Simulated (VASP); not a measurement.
# ZrNbN2 (R-3m) in VASP: a series of runs

ZrNbN2 is run at these levels: LDA; tasks: single point.

All numbers are computed with VASP 6.6.1; they aren't measurements. Logs are shortened: lines on timing, memory, paths and dates and some standing lists are left out, and cuts for length are marked.

**1. The cell of the first run**

It takes space group R-3m (No. 166, trigonal). The conventional cell has a = 3.223 Å, b = 3.223 Å, c = 15.518 Å, α = 90.00°, β = 90.00°, γ = 120.00°. Within 3.0 Å of Zr (site symmetry -3m) lie 6 N at 2.27 Å. Within 3.0 Å of Nb (site symmetry -3m) lie 6 N at 2.26 Å. Within 3.0 Å of N (site symmetry 3m) lie 3 Nb at 2.26 Å and 3 Zr at 2.27 Å.

**2. Single point, LDA**

Contents of INCAR:

```
SYSTEM = ZrNbN2
ALGO     = Normal         ! electronic algorithm
EDIFF    = 1E-6           ! SCF threshold, eV
ENCUT    = 520            ! plane-wave cutoff, eV
GGA      = CA             ! functional
ISIF     = 2              ! what is computed and relaxed
ISMEAR   = 1              ! smearing method
LASPH    = .True.         ! aspherical terms in the spheres
LCHARG   = .False.        ! write CHGCAR
LREAL    = .False.        ! projectors in reciprocal space
LWAVE    = .False.        ! write WAVECAR
NBANDS   = 26             ! bands
NELM     = 100            ! most SCF steps
PREC     = Accurate       ! precision mode
SIGMA    = 0.1            ! smearing width, eV
```

Contents of KPOINTS:

```
k-points
0
Gamma
  13 13 13
  0 0 0
```

Contents of POSCAR:

```
ZrNbN2
1.0
    1.6116010000      0.9304580000      5.1727030000
   -1.6116010000      0.9304580000      5.1727030000
    0.0000000000     -1.8609170000      5.1727030000
Zr Nb N
1 1 2
Direct
    0.5000000000      0.5000000000      0.5000000000
    0.0000000000      0.0000000000      0.0000000000
    0.7492170000      0.7492170000      0.7492170000
    0.2507830000      0.2507830000      0.2507830000
```

Potentials or basis: VASP PAW LDA potentials, release 64 (Zr_sv, Nb_sv, N).

Started as:

```sh
cat potpaw_LDA.64/Zr_sv/POTCAR potpaw_LDA.64/Nb_sv/POTCAR potpaw_LDA.64/N/POTCAR > POTCAR
mpirun -np 1 vasp_std > vasp.out
```

OUTCAR:

```text
SYSTEM = ZrNbN2
   EDIFF = 1E-6
   ENCUT = 520
   GGA = CA
   ISIF = 2
   ISMEAR = 1
   LASPH = .True.
   LREAL = .False.
   NELM = 100
   PREC = Accurate

 ion  position               nearest neighbor table
   1  0.500  0.500  0.500-   4 2.27   4 2.27   3 2.27   3 2.27   4 2.27   3 2.27   2 3.19   2 3.19
                             2 3.19   2 3.19   2 3.19   2 3.19
   2  0.000  0.000  0.000-   3 2.26   3 2.26   4 2.26   4 2.26   3 2.26   4 2.26   1 3.19   1 3.19
                             1 3.19   1 3.19   1 3.19   1 3.19
   3  0.749  0.749  0.749-   2 2.26   2 2.26   2 2.26   1 2.27   1 2.27   1 2.27
   4  0.251  0.251  0.251-   2 2.26   2 2.26   2 2.26   1 2.27   1 2.27   1 2.27

  LATTYP: Found a trigonal (rhomboedric) cell.
 ALAT       =     5.4972598810
 COS(alpha) =     0.8281092357

  Lattice vectors:

 A1 = (   1.6116010000,   0.9304580000,   5.1727030000)
 A2 = (  -1.6116010000,   0.9304580000,   5.1727030000)
 A3 = (   0.0000000000,  -1.8609170000,   5.1727030000)

Analysis of symmetry for initial positions (statically):
=====================================================================
 Subroutine PRICEL returns:
 Original cell was already a primitive cell.

 Routine SETGRP: Setting up the symmetry group for a
 trigonal (rhombohedral) supercell.

 Subroutine GETGRP returns: Found 12 space group operations
 (whereof 12 operations were pure point group operations)
 out of a pool of 12 trial point group operations.

The static configuration has the point symmetry D_3d.

Analysis of symmetry for dynamics (positions and initial velocities):
=====================================================================
 Subroutine PRICEL returns:
 Original cell was already a primitive cell.

 Routine SETGRP: Setting up the symmetry group for a
 trigonal (rhombohedral) supercell.

 Subroutine GETGRP returns: Found 12 space group operations
 (whereof 12 operations were pure point group operations)
 out of a pool of 12 trial point group operations.

The dynamic configuration has the point symmetry D_3d.

 Subroutine INISYM returns: Found 12 space group operations
 (whereof 12 operations are pure point group operations),
 and found     1 'primitive' translations

----------------------------------------------------------------------------------------

                                     Primitive cell

  volume of cell :      46.5397

  direct lattice vectors                    reciprocal lattice vectors
     1.611601000  0.930458000  5.172703000     0.310250490  0.179123192  0.064440853
    -1.611601000  0.930458000  5.172703000    -0.310250490  0.179123192  0.064440853
     0.000000000 -1.860917000  5.172703000     0.000000000 -0.358246384  0.064440818

  length of vectors
     5.497259881  5.497259881  5.497260082     0.363996027  0.363996027  0.363996004

  position of ions in fractional coordinates (direct lattice)
     0.500000000  0.500000000  0.500000000
     0.000000000  0.000000000  0.000000000
     0.749217000  0.749217000  0.749217000
     0.250783000  0.250783000  0.250783000

  ion indices of the primitive-cell ions
   primitive index   ion index
                 1           1
                 2           2
                 3           3
                 4           4

----------------------------------------------------------------------------------------

 KPOINTS: k-points

Automatic generation of k-mesh.
 Grid dimensions read from file:
 generate k-points for:   13   13   13

 Generating k-lattice:

  Cartesian coordinates                     Fractional coordinates (reciprocal lattice)
     0.023865422  0.013778707  0.004956989     0.076923077  0.000000000  0.000000000
    -0.023865422  0.013778707  0.004956989     0.000000000  0.076923077  0.000000000
     0.000000000 -0.027557414  0.004956986     0.000000000  0.000000000  0.076923077

  Length of vectors
     0.027999694  0.027999694  0.027999693

  Shift w.r.t. Gamma in fractional coordinates (k-lattice)
     0.000000000  0.000000000  0.000000000

 Subroutine IBZKPT returns following result:
 ===========================================

 Found    231 irreducible k-points:

 Following reciprocal coordinates:
            Coordinates               Weight
  0.000000  0.000000  0.000000      1.000000
  0.076923 -0.000000 -0.000000      6.000000
  0.153846  0.000000 -0.000000      6.000000
  0.230769 -0.000000 -0.000000      6.000000
  0.307692  0.000000 -0.000000      6.000000
  0.384615  0.000000  0.000000      6.000000
[... 16 lines left out ...]
  0.384615  0.153846 -0.000000     12.000000
  0.461538  0.153846 -0.000000     12.000000
 [... further k-points ...]
   k-points           NKPTS =    231   k-points in BZ     NKDIM =    231   number of bands    NBANDS=     26
   number of dos      NEDOS =    301   number of ions     NIONS =      4
   total plane-waves  NPLWV =  74088
   dimension x,y,z NGX =    42 NGY =   42 NGZ =   42
   dimension x,y,z NGXF=    84 NGYF=   84 NGZF=   84
   ions per type =               1   1   2
   NGX,Y,Z   is equivalent  to a cutoff of  12.70, 12.70, 12.70 a.u.
   NGXF,Y,Z  is equivalent  to a cutoff of  25.40, 25.40, 25.40 a.u.
 SYSTEM =  ZrNbN2
   PREC   = accura    normal or accurate (medium, high low for compatibility)
   ISTART =      0    job   : 0-new  1-cont  2-samecut
   ICHARG =      2    charge: 1-file 2-atom 10-const
   ISPIN  =      1    spin polarized calculation?
   LNONCOLLINEAR =      F non collinear calculations
   LSORBIT =      F    spin-orbit coupling
   LASPH  =      T    aspherical Exc in radial PAW
   ENCUT  =  520.0 eV  38.22 Ry    6.18 a.u.  10.22 10.22 10.22*2*pi/ulx,y,z
   NELM   =    100;   NELMIN=  2; NELMDL= -5     # of ELM steps
   EDIFF  = 0.1E-05   stopping-criterion for ELM
   LREAL  =      F    real-space projection
   EDIFFG = 0.1E-04   stopping-criterion for IOM
   NSW    =      0    number of steps for IOM
   IBRION =     -1    ionic relax: 0-MD 1-quasi-New 2-CG
   NFREE  =      0    steps in history (QN), initial steepest desc. (CG)
   ISIF   =      2    stress and relaxation
   ISYM   =      2    0-nonsym 1-usesym 2-fastsym
   POTIM  = 0.5000    time-step for ionic-motion
   TEBEG  =    0.0;   TEEND  =   0.0 temperature during run
   PSTRESS=    0.0 pullay stress
   NELECT =      35.0000    total number of electrons
   NUPDOWN=      -1.0000    fix difference up-down
   EMIN   =  10.00;   EMAX   =-10.00  energy-range for DOS
   EFERMI =   0.00;   METHOD = LEGACY
   ISMEAR =     1;   SIGMA  =   0.10  broadening in eV -4-tet -1-fermi 0-gaus
   EFERMI_NEDOS =   21; number of points for ismear=-14 and -15
   IALGO  =     38    algorithm
   IMIX   =      4    mixing-type and parameters
     AMIX     =   0.40;   BMIX     =  1.00
     AMIX_MAG =   1.60;   BMIX_MAG =  1.00
  volume/ion in A,a.u.               =      11.63        78.52
  Fermi-wavevector in a.u.,A,eV,Ry     =   1.488755  2.813338 30.155817  2.216390
  Thomas-Fermi vector in A             =   2.601749
   LORBIT       =      0    0 simple, 1 ext, 2 COOP (PROOUT), +10 PAW based schemes
   GGA     = CA    functional components
   LHFCALC =     F    Hartree Fock is set to
   AEXX    =    0.0000 exact exchange contribution
   IVDW    =     0    specifies the selected vdW correction
   LEPSILON=     F    determine dielectric tensor
   LRPA    =     F    only Hartree local field effects (RPA)
 non-spin polarized calculation
 Methfessel and Paxton  Order N= 1 SIGMA  =   0.10
  energy-cutoff  :      520.00
  volume of cell :       46.54
 maximum number of plane-waves:      1271
 NGX is ok and might be reduce to    42
   NGX = 21   NGY = 21   NGZ = 21

 number of electron      35.0000001 magnetization

 Free energy of the ion-electron system (eV)
  ---------------------------------------------------
  ext. energy  EPLUGINS =         0.00000000
  ---------------------------------------------------
  free energy    TOTEN  =       -45.15380144 eV

  energy without entropy =      -45.15418848  energy(sigma->0) =      -45.15393045

 E-fermi :  12.2470     XC(G=0): -13.0469

 val. band max:       12.2463220273   @ k =   0.3846   0.2308   0.1538
 cond. band min:      12.2477280956   @ k =   0.3077   0.2308   0.1538
 fundamental gap:      0.0014060683
 Fermi energy:        12.2470155272

 k-point     1 :       0.0000    0.0000    0.0000
  band No.  band energies     occupation
      1     -43.5664      2.00000
      2     -37.1129      2.00000
      3     -19.9406      2.00000
      4     -19.5822      2.00000
      5     -19.5822      2.00000
      6     -15.5201      2.00000
[... 18 lines left out ...]
     25      15.2397      0.00000
     26      16.8282      0.00000

 k-point     2 :       0.0769   -0.0000   -0.0000
  band No.  band energies     occupation
      1     -43.5631      2.00000
      2     -37.1070      2.00000
      3     -19.9312      2.00000
      4     -19.6152      2.00000
      5     -19.5893      2.00000
      6     -15.5122      2.00000
[... 18 lines left out ...]
     25      15.5564      0.00000
     26      17.3207      0.00000

 k-point     3 :       0.1538    0.0000   -0.0000
  band No.  band energies     occupation
      1     -43.5539      2.00000
      2     -37.0908      2.00000
      3     -19.9054      2.00000
      4     -19.7055      2.00000
      5     -19.6088      2.00000
      6     -15.4901      2.00000
[... 18 lines left out ...]
     25      16.5793      0.00000
     26      17.6469      0.00000

 k-point     4 :       0.2308   -0.0000   -0.0000
  band No.  band energies     occupation
      1     -43.5410      2.00000
      2     -37.0679      2.00000
      3     -19.8705      2.00000
      4     -19.8289      2.00000
      5     -19.6361      2.00000
      6     -15.4617      2.00000
[... 18 lines left out ...]
     25      16.9665      0.00000
     26      18.2018      0.00000

 k-point     5 :       0.3077    0.0000   -0.0000
  band No.  band energies     occupation
      1     -43.5272      2.00000
      2     -37.0433      2.00000
      3     -19.9620      2.00000
      4     -19.8283      2.00000
      5     -19.6649      2.00000
      6     -15.6269      2.00000
[... 18 lines left out ...]
     25      16.7959      0.00000
     26      18.6448      0.00000

 k-point     6 :       0.3846    0.0000    0.0000
  band No.  band energies     occupation
      1     -43.5157      2.00000
      2     -37.0229      2.00000
      3     -20.0674      2.00000
      4     -19.7962      2.00000
      5     -19.6886      2.00000
      6     -15.8007      2.00000
[... 427 lines left out ...]
 k-point    21 :       0.2308    0.1538   -0.0000
  band No.  band energies     occupation
      1     -43.5458      2.00000
      2     -37.0765      2.00000
      3     -19.8807      2.00000
      4     -19.7805      2.00000
      5     -19.6318      2.00000
      6     -15.4756      2.00000
[... 18 lines left out ...]
     25      17.0771      0.00000
     26      17.5207      0.00000

 k-point    22 :       0.3077    0.1538   -0.0000
  band No.  band energies     occupation
      1     -43.5343      2.00000
      2     -37.0561      2.00000
      3     -19.8765      2.00000
      4     -19.8485      2.00000
      5     -19.6717      2.00000
      6     -15.4768      2.00000
[... 18 lines left out ...]
     25      16.8673      0.00000
     26      18.6422      0.00000

 k-point    23 :       0.3846    0.1538   -0.0000
  band No.  band energies     occupation
      1     -43.5221      2.00000
      2     -37.0343      2.00000
      3     -19.9712      2.00000
      4     -19.8163      2.00000
      5     -19.7178      2.00000
      6     -15.6309      2.00000
[... 18 lines left out ...]
     25      17.2595      0.00000
     26      18.3873      0.00000

 k-point    24 :       0.4615    0.1538   -0.0000
  band No.  band energies     occupation
      1     -43.5120      2.00000
      2     -37.0161      2.00000
      3     -20.0472      2.00000
      4     -19.7899      2.00000
      5     -19.7571      2.00000
      6     -15.7573      2.00000
[... 18 lines left out ...]
     25      17.8212      0.00000
     26      18.2282      0.00000

 [... further k-points ...]
[... 5 lines left out ...]
  --------------------------------------------------------------------------------------
  -------------------------------------------------------------------------------------
  Total       -5.2420690     -5.2420697     -4.4897393      0.0000000      0.0000003      0.0000000
  in kB     -180.4637861   -180.4638102   -154.5640388      0.0000000      0.0000100      0.0000000
  external PRESSURE =    -171.8305450 kB  Pullay stress =       0.0000000 kB

 VOLUME and BASIS-vectors are now :
 -----------------------------------------------------------------------------
  energy-cutoff  :      520.00
  volume of cell :       46.54
      direct lattice vectors                 reciprocal lattice vectors
     1.611601000  0.930458000  5.172703000     0.310250490  0.179123192  0.064440853
    -1.611601000  0.930458000  5.172703000    -0.310250490  0.179123192  0.064440853
     0.000000000 -1.860917000  5.172703000     0.000000000 -0.358246384  0.064440818

 POSITION                                       TOTAL-FORCE (eV/Angst)
 -----------------------------------------------------------------------------------
      0.00000     -0.00000      7.75905        -0.000000      0.000000      0.000000
      0.00000      0.00000      0.00000         0.000000      0.000000      0.000000
      0.00000     -0.00000     11.62643         0.000000      0.000000     -0.131407
      0.00000     -0.00000      3.89168         0.000000     -0.000000      0.131407
 -----------------------------------------------------------------------------------
    total drift:                                0.000000      0.000000      0.000000

  FREE ENERGIE OF THE ION-ELECTRON SYSTEM (eV)
  ---------------------------------------------------
  free  energy   TOTEN  =       -45.1538014357 eV

  energy  without entropy=      -45.1541884838  energy(sigma->0) =      -45.15393045
```

Wall time 6.7 min (1 thread of Intel Xeon 6975P-C (Granite Rapids), shared host); peak memory 0.41 GiB.

What came out:

| Quantity | Value |
| --- | --- |
| Free energy | -45.1538 eV |
| Pressure | -17.2 GPa |
| Largest force | 0.131 eV/Å |

Forces in eV/Å, atoms in the order of the input:
```
Zr   0.000  0.000  0.000
Nb   0.000  0.000  0.000
N    0.000  0.000 -0.131
N    0.000  0.000  0.131
```

Stress tensor (GPa, compression positive):
```
-18.05   0.00   0.00
  0.00 -18.05   0.00
  0.00   0.00 -15.46
```

**3. Single point, LDA**

This run uses another cell than the first one, of 12.22 Å³/atom, 1.051 times its volume.

Contents of INCAR:

```
PREC     = Accurate       # precision mode
ENCUT    = 520            # plane-wave cutoff, eV
EDIFF    = 1E-7           # SCF threshold, eV
ISMEAR   = 1              # smearing method
SIGMA    = 0.1            # smearing width, eV
LREAL    = False          # projectors in reciprocal space
LASPH    = True           # aspherical terms in the spheres
NELM     = 80             # most SCF steps
ALGO     = Normal         # electronic algorithm
ISIF     = 2              # what is computed and relaxed
LWAVE    = False          # write WAVECAR
LCHARG   = False          # write CHGCAR
NBANDS   = 26             # bands
```

Contents of KPOINTS:

```
Automatic mesh
0
Gamma
  13 13 13
```

Contents of POSCAR:

```
ZrNbN2
1.0
    1.6518910250      0.9537194500      5.1727030000
   -1.6518910250      0.9537194500      5.1727030000
    0.0000000000     -1.9074399250      5.1727030000
Zr Nb N
1 1 2
Direct
    0.5000000000      0.5000000000      0.5000000000
    0.0000000000      0.0000000000      0.0000000000
    0.7492170000      0.7492170000      0.7492170000
    0.2507830000      0.2507830000      0.2507830000
```

Potentials or basis: VASP PAW LDA potentials, release 64 (Zr_sv, Nb_sv, N).

Started as:

```sh
cat potpaw_LDA.64/Zr_sv/POTCAR potpaw_LDA.64/Nb_sv/POTCAR potpaw_LDA.64/N/POTCAR > POTCAR
mpirun -np 1 vasp_std > vasp.out
```

It took 6 min on 1 thread of Intel Xeon 6975P-C (Granite Rapids), shared host; peak memory 0.42 GiB.

It converged, with:

```yaml
Free_energy: -44.7973 eV
Pressure: -27.6 GPa
Largest_force: 0.070 eV/Å
```

Forces on the atoms (eV/Å):
```
Zr   0.000  0.000  0.000
Nb   0.000  0.000  0.000
N    0.000  0.000 -0.070
N    0.000  0.000  0.070
```

Stress tensor (GPa, compression positive):
```
-30.15   0.00   0.00
  0.00 -30.15   0.00
  0.00   0.00 -22.44
```

Levels at points of the mesh, in eV from the Fermi level:
```tsv
k point	band 15	band 16	band 17	band 18	band 19	band 20
(0.00, 0.00, 0.00)	-2.80	-2.60	-1.33	-1.33	-0.78	0.64
```
